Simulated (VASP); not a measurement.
# AlIn2As3 (Cc) in VASP: single point with PBE

Aim: the single point of AlIn2As3 with PBE.

All numbers are computed with VASP 6.6.1; they aren't measurements. Logs are shortened: lines on timing, memory, paths and dates and some standing lists are left out, and cuts for length are marked.

## (1) The cell of the first run

It takes space group Cc (No. 9, monoclinic). The conventional cell has a = 7.373 Å, b = 12.790 Å, c = 7.369 Å, α = 90.00°, β = 109.36°, γ = 90.00°. Al (site symmetry 1) has 4 As at 2.48 to 2.51 Å within 3.3 Å. Within 3.5 Å of In (site symmetry 1) lie 4 As at 2.66 to 2.69 Å. In (site symmetry 1) has 4 As at 2.66 to 2.68 Å within 3.5 Å. As (site symmetry 1) has 1 Al at 2.49 Å and 3 In at 2.66 to 2.67 Å within 3.3 Å. As (site symmetry 1) has 2 Al at 2.49 to 2.51 Å and 2 In at 2.68 to 2.69 Å within 3.3 Å. Within 3.3 Å of As (site symmetry 1) lie 1 Al at 2.48 Å and 3 In at 2.66 to 2.67 Å.

## (2) Single point, PBE

The input, INCAR:

```
PREC = Accurate ; ENCUT = 500
EDIFF = 1E-6 ; ISMEAR = 0
SIGMA = 0.01 ; LREAL = False
LASPH = True ; NELM = 120
ALGO = Normal ; ISIF = 2
LWAVE = False ; LCHARG = True
GGA = PE ; LVHAR = True
NBANDS = 56 ; GGA_COMPAT = False
KPAR = 4
```

The input, KPOINTS:

```
Automatic mesh
0
Gamma
  6 6 6
```

The input, POSCAR:

```
AlIn2As3
1.0
    3.6866721500     -6.3951418813      0.0006933234
    3.6866721500      6.3951418813      0.0006933234
   -2.4442074448      0.0000000000      6.9515929161
Al In As
2 4 6
Direct
    0.0798567443      0.9195172992      0.4992393742
    0.9195172992      0.0798567443      0.9992393742
    0.4156769945      0.5838101157      0.5002208310
    0.5838101157      0.4156769945      0.0002208310
    0.2461633347      0.7542960052      0.9999675820
    0.7542960052      0.2461633347      0.4999675820
    0.7269812926      0.5578340417      0.3833511451
    0.5578340417      0.7269812926      0.8833511451
    0.0403020743      0.1880736678      0.3598981329
    0.1880736678      0.0403020743      0.8598981329
    0.3582907228      0.8791977070      0.3823229349
    0.8791977070      0.3582907228      0.8823229349
```

Potentials or basis: VASP PAW PBE potentials, release 64 (Al, In_d, As).

Started as:

```sh
> cat potpaw_PBE.64/Al/POTCAR potpaw_PBE.64/In_d/POTCAR potpaw_PBE.64/As/POTCAR > POTCAR
> mpirun -np 4 vasp_std > vasp.out
```

OUTCAR:

```text
PREC = Accurate
   ENCUT = 500
   EDIFF = 1E-6
   ISMEAR = 0
   LREAL = False
   LASPH = True
   NELM = 120
   ISIF = 2
   GGA = PE

 ion  position               nearest neighbor table
   1  0.080  0.920  0.499-  11 2.48   7 2.49   9 2.49  10 2.51
   2  0.920  0.080  0.999-  12 2.48   8 2.49  10 2.49   9 2.51
   3  0.416  0.584  0.500-   7 2.66   8 2.67  11 2.67   9 2.69
   4  0.584  0.416  0.000-   8 2.66   7 2.67  12 2.67  10 2.69
   5  0.246  0.754  1.000-  11 2.66  12 2.66   8 2.67  10 2.68
   6  0.754  0.246  0.500-  12 2.66  11 2.66   7 2.67   9 2.68
   7  0.727  0.558  0.383-   1 2.49   3 2.66   4 2.67   6 2.67
   8  0.558  0.727  0.883-   2 2.49   4 2.66   3 2.67   5 2.67
   9  0.040  0.188  0.360-   1 2.49   2 2.51   6 2.68   3 2.69
  10  0.188  0.040  0.860-   2 2.49   1 2.51   5 2.68   4 2.69
  11  0.358  0.879  0.382-   1 2.48   5 2.66   6 2.66   3 2.67
  12  0.879  0.358  0.882-   2 2.48   6 2.66   5 2.66   4 2.67

  LATTYP: Found a base centered monoclinic cell.
 ALAT       =     7.3733444304
 B/A-ratio  =     1.7346651690
 C/A-ratio  =     0.9993798087
 COS(beta)  =    -0.3315206687

  Lattice vectors:

 A1 = (   3.6866721500,  -6.3951418813,   0.0006933234)
 A2 = (   3.6866721500,   6.3951418813,   0.0006933234)
 A3 = (  -2.4442074448,   0.0000000000,   6.9515929161)

Analysis of symmetry for initial positions (statically):
=====================================================================
 Subroutine PRICEL returns:
 Original cell was already a primitive cell.

 Routine SETGRP: Setting up the symmetry group for a
 base centered monoclinic supercell.

 Subroutine GETGRP returns: Found  2 space group operations
 (whereof  1 operations were pure point group operations)
 out of a pool of  4 trial point group operations.

The static configuration has the point symmetry C_1 .
 The point group associated with its full space group is C_1h.

Analysis of symmetry for dynamics (positions and initial velocities):
=====================================================================
 Subroutine PRICEL returns:
 Original cell was already a primitive cell.

 Routine SETGRP: Setting up the symmetry group for a
 base centered monoclinic supercell.

 Subroutine GETGRP returns: Found  2 space group operations
 (whereof  1 operations were pure point group operations)
 out of a pool of  4 trial point group operations.

The dynamic configuration has the point symmetry C_1 .
[... 125 lines left out ...]
   NFREE  =      0    steps in history (QN), initial steepest desc. (CG)
   ISIF   =      2    stress and relaxation
   ISYM   =      2    0-nonsym 1-usesym 2-fastsym
   POTIM  = 0.5000    time-step for ionic-motion
   TEBEG  =    0.0;   TEEND  =   0.0 temperature during run
   PSTRESS=    0.0 pullay stress
   NELECT =      88.0000    total number of electrons
   NUPDOWN=      -1.0000    fix difference up-down
   EMIN   =  10.00;   EMAX   =-10.00  energy-range for DOS
   EFERMI =   0.00;   METHOD = LEGACY
   ISMEAR =     0;   SIGMA  =   0.01  broadening in eV -4-tet -1-fermi 0-gaus
   EFERMI_NEDOS =   21; number of points for ismear=-14 and -15
   IALGO  =     38    algorithm
   IMIX   =      4    mixing-type and parameters
     AMIX     =   0.40;   BMIX     =  1.00
     AMIX_MAG =   1.60;   BMIX_MAG =  1.00
  volume/ion in A,a.u.               =      27.32       184.35
  Fermi-wavevector in a.u.,A,eV,Ry     =   1.056071  1.995685 15.174388  1.115286
  Thomas-Fermi vector in A             =   2.191293
   LORBIT       =      0    0 simple, 1 ext, 2 COOP (PROOUT), +10 PAW based schemes
   GGA     = PE    functional components
   LHFCALC =     F    Hartree Fock is set to
   AEXX    =    0.0000 exact exchange contribution
   IVDW    =     0    specifies the selected vdW correction
   LEPSILON=     F    determine dielectric tensor
   LRPA    =     F    only Hartree local field effects (RPA)
 non-spin polarized calculation
 Gauss-broadening in eV      SIGMA  =   0.01
  energy-cutoff  :      500.00
  volume of cell :      327.81
 maximum number of plane-waves:      8363
 NGX is ok and might be reduce to    54
   NGX = 27   NGY = 27   NGZ = 27

 number of electron      87.9999987 magnetization

 Free energy of the ion-electron system (eV)
  ---------------------------------------------------
  ext. energy  EPLUGINS =         0.00000000
  ---------------------------------------------------
  free energy    TOTEN  =       -49.58265224 eV

  energy without entropy =      -49.58265224  energy(sigma->0) =      -49.58265224

 E-fermi :   3.8849     XC(G=0):  -8.8798

 val. band max:        3.8281439912   @ k =   0.0000   0.0000   0.0000
 cond. band min:       4.0212995715   @ k =   0.0000   0.0000   0.0000
 fundamental gap:      0.1931555803
 Fermi energy:         3.8849182608

 k-point     1 :       0.0000    0.0000    0.0000
  band No.  band energies     occupation
      1     -10.4499      2.00000
      2     -10.4372      2.00000
      3     -10.4338      2.00000
      4     -10.4075      2.00000
      5     -10.3663      2.00000
      6     -10.3304      2.00000
[... 1405 lines left out ...]
     55       8.2539      0.00000
     56       8.3781      0.00000

 [... further k-points ...]
[... 5 lines left out ...]
  --------------------------------------------------------------------------------------
  -------------------------------------------------------------------------------------
  Total        0.1361233      0.1412634      0.1572313      0.0000000      0.0000000     -0.0002875
  in kB        0.6652965      0.6904188      0.7684613      0.0000000      0.0000000     -0.0014050
  external PRESSURE =       0.7080588 kB  Pullay stress =       0.0000000 kB

 VOLUME and BASIS-vectors are now :
 -----------------------------------------------------------------------------
  energy-cutoff  :      500.00
  volume of cell :      327.81
      direct lattice vectors                 reciprocal lattice vectors
     3.686672150 -6.395141881  0.000693323     0.135614701 -0.078184348  0.047682663
     3.686672150  6.395141881  0.000693323     0.135614701  0.078184348  0.047682663
    -2.444207445  0.000000000  6.951592916    -0.000027051  0.000000000  0.143842410

 POSITION                                       TOTAL-FORCE (eV/Angst)
 -----------------------------------------------------------------------------------
      2.46412      5.36975      3.47120         0.000246     -0.000926     -0.003952
      1.24202     -5.36975      6.94700         0.000246      0.000926     -0.003952
      2.46214      1.07524      3.47802        -0.001740     -0.000292      0.000384
      3.68424     -1.07524      0.00223        -0.001740      0.000292      0.000384
      1.24424      3.24958      6.95206        -0.000095     -0.001218      0.000823
      2.46634     -3.24958      3.47626        -0.000095      0.001218      0.000823
      3.79970     -1.08172      2.66579        -0.000399     -0.000340      0.000736
      2.57760      1.08172      6.14159        -0.000399      0.000340      0.000736
     -0.03772      0.94502      2.50202         0.001368      0.000517      0.001985
     -1.25982     -0.94502      5.97782         0.001368     -0.000517      0.001985
      3.62774      3.33127      2.65861         0.000620      0.001388      0.000024
      2.40563     -3.33127      6.13441         0.000620     -0.001388      0.000024
 -----------------------------------------------------------------------------------
    total drift:                               -0.000123     -0.000000      0.000361

  FREE ENERGIE OF THE ION-ELECTRON SYSTEM (eV)
  ---------------------------------------------------
  free  energy   TOTEN  =       -49.5826522353 eV

  energy  without entropy=      -49.5826522353  energy(sigma->0) =      -49.58265224
```

stdout:

```text
POSCAR found type information on POSCAR AlInAs
 POSCAR found :  3 types and      12 ions
 scaLAPACK will be used
 LDA part: xc-table for (Slater+PW92), standard interpolation
 POSCAR, INCAR and KPOINTS ok, starting setup
 FFT: planning ... GRIDC
 FFT: planning ... GRID_SOFT
 FFT: planning ... GRID
 WAVECAR not read
 entering main loop
```

It took 7.8 min on 4 MPI ranks of Intel Xeon Platinum 8259CL at 2.50GHz (Skylake/Cascade Lake), shared host; peak memory 1 GiB.

Results:

```yaml
Free_energy: -49.5827 eV
Pressure: 0.1 GPa
Largest_force: 0.004 eV/Å
Band_gap_on_the_k_mesh: 0.19 eV
```

Forces in eV/Å, atoms in the order of the input:
```
Al   0.000 -0.001 -0.004
Al   0.000  0.001 -0.004
In  -0.002  0.000  0.000
In  -0.002  0.000  0.000
In   0.000 -0.001  0.001
In   0.000  0.001  0.001
As   0.000  0.000  0.001
As   0.000  0.000  0.001
As   0.001  0.001  0.002
As   0.001 -0.001  0.002
As   0.001  0.001  0.000
As   0.001 -0.001  0.000
```

Caveat: semilocal functionals underestimate gaps, and a narrow one can read as zero; spin-orbit coupling is left out, which moves the levels of the heavy elements.
